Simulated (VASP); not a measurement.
GaAs, 2 atoms in the cell. It takes space group F-43m (No. 216, cubic). The conventional cell has a = 5.539 Å, b = 5.539 Å, c = 5.539 Å, α = 90.00°, β = 90.00°, γ = 90.00°. Within 3.2 Å of Ga (site symmetry -43m) lie 4 As at 2.40 Å. Within 3.2 Å of As (site symmetry -43m) lie 4 Ga at 2.40 Å.  This cell differs from its parent crystal: volume scaled by 0.9405.

| Property | Result |
| --- | --- |
| Program | VASP 6.6.1 |
| Task | single point |
| Functional | PBE |
| Potentials or basis | VASP PAW PBE potentials, release 64 (Ga_d, As) |
| Cutoff | 520 eV |
| k mesh | 10 × 10 × 10 |
| Occupations | fermi-dirac, width 0.08 eV |
| Spin | no spin polarisation |
| Dipole correction | no |
| Further INCAR settings | ALGO = Normal; EDIFF = 1e-06; NBANDS = 16 |

Potentials or basis: VASP PAW PBE potentials, release 64 (Ga_d, As).

Command:

```console
$ cat potpaw_PBE.64/Ga_d/POTCAR potpaw_PBE.64/As/POTCAR > POTCAR
$ mpirun -np 1 vasp_std > vasp.out
```

Hardware: 1 thread of AMD EPYC 7R43 64-Core Processor (Zen 3), with other jobs on the host.

Estimate the wall time of this run.

Run time: 51 s on 1 thread of AMD EPYC 7R43 64-Core Processor (Zen 3), on a shared host, peak memory 0.15 GiB. Counts: scf iterations 12, k points 47.
